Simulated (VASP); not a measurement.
# BP in VASP: a series of runs, part 2 of 3

VASP 6.6.1. The steps go on from the part before.

## 4. Single point, LDA

This run uses another cell than the first one, of 11.49 Å³/atom.

The input, INCAR:

```
PREC = Accurate
ENCUT = 500
EDIFF = 1E-6
ISMEAR = 0
SIGMA = 0.01
LREAL = F
LASPH = T
NELM = 120
ALGO = Normal
ISIF = 2
LWAVE = F
LCHARG = F
NBANDS = 11
GGA_COMPAT = F
```

The input, KPOINTS:

```
Automatic mesh
0
Gamma
  8 8 8
```

The input, POSCAR:

```
BP
1.0
    0.0000000000      2.2566100481      2.2566100481
    2.2566100481      0.0000000000      2.2566100481
    2.2566100481      2.2566100481      0.0000000000
B P
1 1
Direct
    0.0000000000      0.0000000000      0.0000000000
    0.7500000000      0.7500000000      0.7500000000
```

Potentials or basis: VASP PAW LDA potentials, release 64 (B, P).

On the command line:

```sh
cat potpaw_LDA.64/B/POTCAR potpaw_LDA.64/P/POTCAR > POTCAR
mpirun -np 1 vasp_std > vasp.out
```

OUTCAR:

```text
PREC = Accurate
   ENCUT = 500
   EDIFF = 1E-6
   ISMEAR = 0
   LREAL = F
   LASPH = T
   NELM = 120
   ISIF = 2

 ion  position               nearest neighbor table
   1  0.000  0.000  0.000-   2 1.95   2 1.95   2 1.95   2 1.95
   2  0.750  0.750  0.750-   1 1.95   1 1.95   1 1.95   1 1.95

  LATTYP: Found a face centered cubic cell.
 ALAT       =     4.5132200962

  Lattice vectors:

 A1 = (   0.0000000000,   2.2566100481,   2.2566100481)
 A2 = (   2.2566100481,   0.0000000000,   2.2566100481)
 A3 = (   2.2566100481,   2.2566100481,   0.0000000000)

Analysis of symmetry for initial positions (statically):
=====================================================================
 Subroutine PRICEL returns:
 Original cell was already a primitive cell.

 Routine SETGRP: Setting up the symmetry group for a
 face centered cubic supercell.

 Subroutine GETGRP returns: Found 24 space group operations
 (whereof 24 operations were pure point group operations)
 out of a pool of 48 trial point group operations.

The static configuration has the point symmetry T_d .

Analysis of symmetry for dynamics (positions and initial velocities):
=====================================================================
 Subroutine PRICEL returns:
 Original cell was already a primitive cell.

 Routine SETGRP: Setting up the symmetry group for a
 face centered cubic supercell.

 Subroutine GETGRP returns: Found 24 space group operations
 (whereof 24 operations were pure point group operations)
 out of a pool of 48 trial point group operations.

The dynamic configuration has the point symmetry T_d .

 Subroutine INISYM returns: Found 24 space group operations
 (whereof 24 operations are pure point group operations),
 and found     1 'primitive' translations

----------------------------------------------------------------------------------------

                                     Primitive cell

  volume of cell :      22.9826

  direct lattice vectors                    reciprocal lattice vectors
     0.000000000  2.256610048  2.256610048    -0.221571290  0.221571290  0.221571290
     2.256610048  0.000000000  2.256610048     0.221571290 -0.221571290  0.221571290
     2.256610048  2.256610048  0.000000000     0.221571290  0.221571290 -0.221571290

  length of vectors
     3.191328535  3.191328535  3.191328535     0.383772732  0.383772732  0.383772732

  position of ions in fractional coordinates (direct lattice)
     0.000000000  0.000000000  0.000000000
     0.750000000  0.750000000  0.750000000

  ion indices of the primitive-cell ions
   primitive index   ion index
                 1           1
                 2           2

----------------------------------------------------------------------------------------

 KPOINTS: Automatic mesh

Automatic generation of k-mesh.
 Grid dimensions read from file:
 generate k-points for:    8    8    8

 Generating k-lattice:

  Cartesian coordinates                     Fractional coordinates (reciprocal lattice)
    -0.027696411  0.027696411  0.027696411     0.125000000  0.000000000  0.000000000
     0.027696411 -0.027696411  0.027696411     0.000000000  0.125000000  0.000000000
     0.027696411  0.027696411 -0.027696411     0.000000000  0.000000000  0.125000000

  Length of vectors
     0.047971592  0.047971592  0.047971592

  Shift w.r.t. Gamma in fractional coordinates (k-lattice)
     0.000000000  0.000000000  0.000000000

 Subroutine IBZKPT returns following result:
 ===========================================

 Found     29 irreducible k-points:

 Following reciprocal coordinates:
            Coordinates               Weight
  0.000000  0.000000  0.000000      1.000000
  0.125000  0.000000  0.000000      8.000000
  0.250000  0.000000  0.000000      8.000000
  0.375000  0.000000  0.000000      8.000000
  0.500000  0.000000  0.000000      4.000000
  0.125000  0.125000  0.000000      6.000000
[... 16 lines left out ...]
  0.500000  0.250000  0.125000     48.000000
 -0.375000  0.250000  0.125000     24.000000
 [... further k-points ...]
   k-points           NKPTS =     29   k-points in BZ     NKDIM =     29   number of bands    NBANDS=     11
   number of dos      NEDOS =    301   number of ions     NIONS =      2
   total plane-waves  NPLWV =  13824
   dimension x,y,z NGX =    24 NGY =   24 NGZ =   24
   dimension x,y,z NGXF=    48 NGYF=   48 NGZF=   48
   ions per type =               1   1
   NGX,Y,Z   is equivalent  to a cutoff of  12.50, 12.50, 12.50 a.u.
   NGXF,Y,Z  is equivalent  to a cutoff of  25.00, 25.00, 25.00 a.u.
 SYSTEM =  unknown system
   PREC   = accura    normal or accurate (medium, high low for compatibility)
   ISTART =      0    job   : 0-new  1-cont  2-samecut
   ICHARG =      2    charge: 1-file 2-atom 10-const
   ISPIN  =      1    spin polarized calculation?
   LNONCOLLINEAR =      F non collinear calculations
   LSORBIT =      F    spin-orbit coupling
   LASPH  =      T    aspherical Exc in radial PAW
   ENCUT  =  500.0 eV  36.75 Ry    6.06 a.u.   5.82  5.82  5.82*2*pi/ulx,y,z
   NELM   =    120;   NELMIN=  2; NELMDL= -5     # of ELM steps
   EDIFF  = 0.1E-05   stopping-criterion for ELM
   LREAL  =      F    real-space projection
   EDIFFG = 0.1E-04   stopping-criterion for IOM
   NSW    =      0    number of steps for IOM
   IBRION =     -1    ionic relax: 0-MD 1-quasi-New 2-CG
   NFREE  =      0    steps in history (QN), initial steepest desc. (CG)
   ISIF   =      2    stress and relaxation
   ISYM   =      2    0-nonsym 1-usesym 2-fastsym
   POTIM  = 0.5000    time-step for ionic-motion
   TEBEG  =    0.0;   TEEND  =   0.0 temperature during run
   PSTRESS=    0.0 pullay stress
   NELECT =       8.0000    total number of electrons
   NUPDOWN=      -1.0000    fix difference up-down
   EMIN   =  10.00;   EMAX   =-10.00  energy-range for DOS
   EFERMI =   0.00;   METHOD = LEGACY
   ISMEAR =     0;   SIGMA  =   0.01  broadening in eV -4-tet -1-fermi 0-gaus
   EFERMI_NEDOS =   21; number of points for ismear=-14 and -15
   IALGO  =     38    algorithm
   IMIX   =      4    mixing-type and parameters
     AMIX     =   0.40;   BMIX     =  1.00
     AMIX_MAG =   1.60;   BMIX_MAG =  1.00
  volume/ion in A,a.u.               =      11.49        77.55
  Fermi-wavevector in a.u.,A,eV,Ry     =   1.151609  2.176225 18.044085  1.326203
  Thomas-Fermi vector in A             =   2.288265
   LORBIT       =      0    0 simple, 1 ext, 2 COOP (PROOUT), +10 PAW based schemes
   GGA     = CA    functional components
   LHFCALC =     F    Hartree Fock is set to
   AEXX    =    0.0000 exact exchange contribution
   IVDW    =     0    specifies the selected vdW correction
   LEPSILON=     F    determine dielectric tensor
   LRPA    =     F    only Hartree local field effects (RPA)
 non-spin polarized calculation
 Gauss-broadening in eV      SIGMA  =   0.01
  energy-cutoff  :      500.00
  volume of cell :       22.98
 maximum number of plane-waves:       604
   NGX = 11   NGY = 11   NGZ = 11

 number of electron       8.0000001 magnetization

 Free energy of the ion-electron system (eV)
  ---------------------------------------------------
  ext. energy  EPLUGINS =         0.00000000
  ---------------------------------------------------
  free energy    TOTEN  =       -14.39424373 eV

  energy without entropy =      -14.39424373  energy(sigma->0) =      -14.39424373

 E-fermi :   7.7139     XC(G=0): -11.1556

 val. band max:        7.6042346811   @ k =   0.0000   0.0000   0.0000
 cond. band min:       8.8040411140   @ k =   0.3750   0.3750   0.0000
 fundamental gap:      1.1998064328
 Fermi energy:         7.7139172581

 k-point     1 :       0.0000    0.0000    0.0000
  band No.  band energies     occupation
      1      -7.9320      2.00000
      2       7.6042      2.00000
      3       7.6042      2.00000
      4       7.6042      2.00000
      5      11.0079      0.00000
      6      11.0079      0.00000
      7      11.0079      0.00000
      8      15.2244      0.00000
      9      18.9758      0.00000
     10      19.8334      0.00000
     11      19.8334      0.00000
[... 309 lines left out ...]
 k-point    24 :      -0.3750    0.2500    0.1250
  band No.  band energies     occupation
      1      -3.8737      2.00000
      2      -0.9076      2.00000
      3       3.0491      2.00000
      4       4.4412      2.00000
      5      11.7225      0.00000
      6      12.8346      0.00000
      7      15.9655      0.00000
      8      17.3882      0.00000
      9      18.0402      0.00000
     10      22.0565      0.00000
     11      24.4044      0.00000

 [... further k-points ...]

------------------------ aborting loop because EDIFF is reached ----------------------------------------

  FORCE on cell =-STRESS in cart. coord.  units (eV):
  Direction    XX          YY          ZZ          XY          YZ          ZX
  --------------------------------------------------------------------------------------
  -------------------------------------------------------------------------------------
  Total       -0.3828048     -0.3828048     -0.3828048     -0.0000000      0.0000000     -0.0000000
  in kB      -26.6862993    -26.6862993    -26.6862993     -0.0000000      0.0000000     -0.0000000
  external PRESSURE =     -26.6862993 kB  Pullay stress =       0.0000000 kB

 VOLUME and BASIS-vectors are now :
 -----------------------------------------------------------------------------
  energy-cutoff  :      500.00
  volume of cell :       22.98
      direct lattice vectors                 reciprocal lattice vectors
     0.000000000  2.256610048  2.256610048    -0.221571290  0.221571290  0.221571290
     2.256610048  0.000000000  2.256610048     0.221571290 -0.221571290  0.221571290
     2.256610048  2.256610048  0.000000000     0.221571290  0.221571290 -0.221571290

 POSITION                                       TOTAL-FORCE (eV/Angst)
 -----------------------------------------------------------------------------------
      0.00000      0.00000      0.00000         0.000000      0.000000      0.000000
      3.38492      3.38492      3.38492        -0.000000     -0.000000     -0.000000
 -----------------------------------------------------------------------------------
    total drift:                               -0.000000     -0.000000     -0.000000

  FREE ENERGIE OF THE ION-ELECTRON SYSTEM (eV)
  ---------------------------------------------------
  free  energy   TOTEN  =       -14.3942437342 eV

  energy  without entropy=      -14.3942437342  energy(sigma->0) =      -14.39424373
```

OSZICAR:

```text
N       E                     dE             d eps       ncg     rms          rms(c)
DAV:   1     0.735105738971E+01    0.73511E+01   -0.39447E+03   646   0.632E+02
DAV:   2    -0.147204515782E+02   -0.22072E+02   -0.21556E+02   898   0.111E+02
DAV:   3    -0.152565634034E+02   -0.53611E+00   -0.53521E+00   791   0.150E+01
DAV:   4    -0.152586720932E+02   -0.21087E-02   -0.21085E-02   724   0.114E+00
DAV:   5    -0.152586837453E+02   -0.11652E-04   -0.11652E-04   775   0.828E-02    0.752E+00
DAV:   6    -0.145248461443E+02    0.73384E+00   -0.16589E+00   722   0.556E+00    0.395E+00
DAV:   7    -0.144071031474E+02    0.11774E+00   -0.26967E-01   788   0.260E+00    0.130E+00
DAV:   8    -0.143942103363E+02    0.12893E-01   -0.32193E-02   739   0.962E-01    0.224E-01
DAV:   9    -0.143942466617E+02   -0.36325E-04   -0.82996E-04   728   0.200E-01    0.160E-01
DAV:  10    -0.143942419468E+02    0.47149E-05   -0.12650E-04   683   0.642E-02    0.342E-02
DAV:  11    -0.143942443197E+02   -0.23729E-05   -0.10632E-05   771   0.155E-02    0.426E-02
DAV:  12    -0.143942437342E+02    0.58546E-06   -0.30925E-06   536   0.745E-03
   1 F= -.14394244E+02 E0= -.14394244E+02  d E =-.187202E-56
```

stdout:

```text
POSCAR found type information on POSCAR B P
 POSCAR found :  2 types and       2 ions
 scaLAPACK will be used
 LDA part: xc-table for (Slater(with rela. corr.)+CA(PZ))
 , standard interpolation
 POSCAR, INCAR and KPOINTS ok, starting setup
 FFT: planning ... GRIDC
 FFT: planning ... GRID_SOFT
 FFT: planning ... GRID
 WAVECAR not read
 entering main loop
```

Wall time 7.1 s (1 thread of Intel Xeon 8259CL, shared host); peak memory 0.12 GiB.

Results:

```
Free energy            : -14.3942 eV
Pressure               : -2.7 GPa
Band gap on the k mesh : 1.20 eV (least direct gap 3.40 eV)
```

A k mesh can miss the band edges.

(Continued in part 3 of 3.)
